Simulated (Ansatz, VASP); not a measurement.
## Two plane-wave programs on Cu

POSCAR

```
Cu
1.0
    0.0000000000      1.7803875000      1.8617250000
    1.7803875000      0.0000000000      1.8617250000
    1.7803875000      1.7803875000      0.0000000000
Cu
1
Direct
    0.0000000000      0.0000000000      0.0000000000
```

INCAR.step1

```
  PREC = Accurate
  ENCUT = 520
  ISMEAR = 0
  SIGMA = 0.15
  LREAL = False
  LASPH = True
  NELM = 80
  NBANDS = 12
  GGA = PE
  ALGO = Normal
  EDIFF = 1E-4
  LWAVE = True
  LCHARG = False
```

File INCAR.step2:

```
  PREC = Accurate
  ENCUT = 520
  EDIFF = 1E-6
  ISMEAR = 0
  SIGMA = 0.15
  LREAL = False
  LASPH = True
  NELM = 80
  ALGO = Normal
  ISIF = 2
  LWAVE = False
  LCHARG = False
  METAGGA = R2SCAN
  LMIXTAU = True
  NBANDS = 12
  ISTART = 1
```

Contents of KPOINTS:

```
regular mesh
0
Gamma
  22 22 22
```

Input for Ansatz:

```yaml
crystal:
  lattice:
    - [0.0, 1.7803875, 1.861725]
    - [1.7803875, 0.0, 1.861725]
    - [1.7803875, 1.7803875, 0.0]
  atoms:
    - { symbol: Cu, position: [0.0, 0.0, 0.0] }
basis:
  ecutwfc: 500
kpoints:
  mp_grid: { grid: [22, 22, 22] }
hamiltonian:
  xc: r2scan
scf:
  occupations: { method: gaussian, width: 0.15 }
output:
  forces: true
  stress: true
  eigenvalues: true
```

Change from the starting cell: strain -0.015 along x and y, +0.030 along z, atoms carried along.

Alike in both runs: task single point; functional r2SCAN; k mesh 22 × 22 × 22; occupations gaussian, width 0.15 eV; no spin polarisation.

|  | VASP | Ansatz |
| --- | --- | --- |
| version | VASP 6.6.1 | Ansatz 0.2.0 |
| potentials or method | VASP PAW PBE potentials, release 64 (Cu), cutoff 520 eV | scalar-relativistic, plane waves, PAW |
| valence electrons in the cell | 11 | 19 |

|  | VASP | Ansatz | Ansatz less VASP |
| --- | --- | --- | --- |
| gap on the k mesh at the Fermi level (eV) | none | none | - |
| pressure (GPa) | -4.0 | -4.6 | -0.59 |
| traceless stress, the component that is largest in VASP (GPa) | -1.96 | -1.94 | +0.019 |

VASP's potentials were made for PBE, not for r2SCAN. A gap of «none» marks a metal or a gap that the smearing closes. VASP's potentials hold 11 valence electrons a cell and Ansatz's 19, so a difference there can come from the potentials and not from the codes.
